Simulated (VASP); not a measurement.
Input of a VASP 6.6.1 run:

INCAR

```
SYSTEM = Li2RhN2
ALGO = Normal ; EDIFF = 1E-7
ENCUT = 520 ; GGA = PS
ISIF = 2 ; ISMEAR = 0
LASPH = .True. ; LCHARG = .False.
LREAL = .False. ; LWAVE = .False.
NBANDS = 24 ; NELM = 100
PREC = Accurate ; SIGMA = 0.05
```

The input KPOINTS:

```
k-points
0
Gamma
  11 11 6
  0 0 0
```

POSCAR

```
Li2RhN2
1.0
    3.2214626416      0.0000000000      0.0000000000
   -1.6107313208      2.7898684850      0.0000000000
    0.0000000000      0.0000000000      5.0759660458
Rh N Li
1 2 2
Direct
    0.0128070000      0.0109850000     -0.0116930000
    0.3451150000      0.6882240000      0.2083290000
    0.6982230000      0.3555770000      0.7964200000
    0.3383490000      0.6651990000      0.6450190000
    0.6595890000      0.3430480000      0.3623870000
```

Potentials or basis: VASP PAW PBE potentials, release 64 (Rh_pv, N, Li_sv).

Launch:

```bash
$ cat potpaw_PBE.64/Rh_pv/POTCAR potpaw_PBE.64/N/POTCAR potpaw_PBE.64/Li_sv/POTCAR > POTCAR
$ mpirun -np 1 vasp_std > vasp.out
```

What does it give for the band gap on the k mesh?

Zero (an odd number of electrons rules out a gap without spin polarisation).

Predict the largest force.

0.980 eV/Å.

Forces on the atoms (eV/Å):
```
Rh   0.174  0.372  0.890
N    0.023 -0.276 -0.385
N   -0.536 -0.446 -0.018
Li   0.123  0.270 -0.009
Li   0.216  0.079 -0.478
```

Caveat: the PAW data sets were made with another functional, which shifts forces and pressure a little.
